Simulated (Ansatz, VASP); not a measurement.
## Ni: VASP beside Ansatz

```
Ni
1.0
     1.38211   -4.38434    0.00000
     1.38211    4.38434    0.00000
     0.00000    0.00000    3.65779
Ni
4
Direct
  0.09800 0.90200 0.91000
  0.59800 0.40200 0.59000
  0.90200 0.09800 0.09000
  0.40200 0.59800 0.41000
```

Alike in both runs: task relaxation of cell and atoms; functional PBE; k mesh 6 × 6 × 6; occupations gaussian, width 0.1 eV; collinear spin.

```csv
,VASP,Ansatz
version,VASP 6.6.1,Ansatz 0.2.0
potentials or method,"VASP PAW PBE potentials, release 64 (Ni), cutoff 600 eV","scalar-relativistic, plane waves, PAW"
valence electrons in the cell,40,72
```

```csv
,VASP,Ansatz,Ansatz less VASP
"gap on the k mesh at the Fermi level, each at its own relaxed structure (eV)",none,none,-
net moment per atom (μB),0.59,0.60,+0.009
size of the moment on the site where the two differ most (μB),0.60,0.64,+0.038
relaxed volume (Å³/atom),11.45,11.45,-0.001
relaxed cell length with the largest relative difference (Å),4.185,4.189,+0.0036
```

Site moments also hang on the region over which each program counts them. A gap of «none» marks a metal or a gap that the smearing closes. VASP's potentials hold 40 valence electrons a cell and Ansatz's 72, so a difference there can come from the potentials and not from the codes.

The k mesh is coarse, so the values compare programs but aren't converged.
